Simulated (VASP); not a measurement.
Here is a VASP 6.6.1 calculation.

File INCAR:

```
PREC = Accurate
ENCUT = 600
EDIFF = 1E-7
ISMEAR = -1
SIGMA = 0.05
LREAL = False
LASPH = True
NELM = 80
ALGO = Normal
ISIF = 3
LWAVE = False
LCHARG = False
GGA = PS
IBRION = 2
NSW = 80
EDIFFG = -0.02
```

The input KPOINTS:

```
regular mesh
0
Gamma
  10 10 10
```

POSCAR

```
TaN
1.0
    0.0000000000      2.2113230000      2.2113230000
    2.2113230000      0.0000000000      2.2113230000
    2.2113230000      2.2113230000      0.0000000000
Ta N
1 1
Direct
    0.5000000000      0.5000000000      0.5000000000
    0.0000000000      0.0000000000      0.0000000000
```

Potentials or basis: VASP PAW PBE potentials, release 64 (Ta_pv, N).

Run with:

```console
$ cat potpaw_PBE.64/Ta_pv/POTCAR potpaw_PBE.64/N/POTCAR > POTCAR
$ mpirun -np 1 vasp_std > vasp.out
```

(1) Estimate the relaxed volume.

(2) Estimate the space group after relaxing (to 0.05 Å).

(3) Estimate the relaxed cell.

Answers

(1) 10.50 Å³/atom.

(2) Fm-3m (No. 225).

(3) a = 3.097 Å, b = 3.097 Å, c = 3.097 Å, α = 60.00°, β = 60.00°, γ = 60.00°.

Caveat: the PAW data sets were made with another functional, which shifts forces and pressure a little.
